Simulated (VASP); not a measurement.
**HC2: single point with PBEsol**

System: HC2, a slab with vacuum.

```
CELL_PARAMETERS angstrom
5.04874 0.00000 0.00000
2.52437 4.37234 0.00000
0.00000 0.00000 17.77643
ATOMIC_POSITIONS crystal
H 0.16667 0.16667 0.05625
H 0.66667 0.16667 0.05625
H 0.16667 0.66667 0.05625
H 0.66667 0.66667 0.05625
H 0.48982 0.00637 0.32485
H 0.01161 0.49415 0.33372
H 0.48982 0.50381 0.32485
H 0.06547 0.46723 0.38328
C 0.16667 0.16667 0.11813
C 0.66667 0.16667 0.11813
C 0.16667 0.66667 0.11813
C 0.66667 0.66667 0.11813
C 0.83333 0.33333 0.14712
C 0.33333 0.33333 0.14712
C 0.83333 0.83333 0.14712
C 0.33333 0.83333 0.14712
C 0.82932 0.33403 0.23680
C 0.32834 0.33583 0.23418
C 0.82931 0.83665 0.23680
C 0.32707 0.83646 0.23489
C 0.99431 0.00284 0.25525
C 0.49287 0.00361 0.26259
C 0.99324 0.50338 0.25609
C 0.49287 0.50352 0.26259
```

```
Program                : VASP 6.6.1
Task                   : single point
Functional             : PBEsol
Potentials or basis    : VASP PAW PBE potentials, release 64 (H, C)
Cutoff                 : 520 eV
k mesh                 : 3 × 3 × 1
Occupations            : gaussian, width 0.05 eV
Spin                   : no spin polarisation
Dipole correction      : no
Further INCAR settings : ALGO = Normal; EDIFF = 1e-06; NBANDS = 54; NELMDL = -8
```

The largest force is 1.506 eV/Å and the band gap on the k mesh is 0.39 eV (least direct gap 0.54 eV).

Forces on the atoms (eV/Å):
```
H   -0.022  0.014 -0.268
H    0.026 -0.015 -0.245
H   -0.023  0.012 -0.268
H    0.034 -0.020 -0.280
H   -0.001  0.001  0.037
H    0.000  0.001  0.016
H   -0.001  0.000  0.037
H   -0.004  0.002 -0.004
C   -0.006 -0.012  1.503
C   -0.032  0.018  1.505
C    0.008  0.012  1.503
C   -0.049  0.029  1.446
C   -0.040  0.048 -1.393
C    0.071 -0.041 -1.132
C   -0.062  0.010 -1.393
C    0.099 -0.057 -1.137
C   -0.011  0.011  0.008
C    0.005 -0.003  0.005
C   -0.015  0.003  0.009
C    0.009 -0.005  0.001
C    0.001 -0.001  0.031
C    0.004 -0.003  0.004
C    0.005 -0.003  0.012
C    0.005 -0.001  0.004
```

Levels at points of the mesh, in eV from the valence-band top:
| k point | band 33 | band 34 | band 35 | band 36 | band 37 | band 38 | band 39 | band 40 |
| --- | --- | --- | --- | --- | --- | --- | --- | --- |
| (0.00, 0.00, 0.00) | -2.71 | -1.36 | -1.35 | -0.51 | 0.39 | 2.30 | 3.60 | 4.25 |

Run time: 3.5 min on 1 thread of Intel(R) Xeon(R) Platinum 8488C (Sapphire Rapids) (shared host), peak memory 0.52 GiB.

Caveat: the k points lie up to 0.48 Å⁻¹ apart; the PAW data sets were made with another functional, which shifts forces and pressure a little.
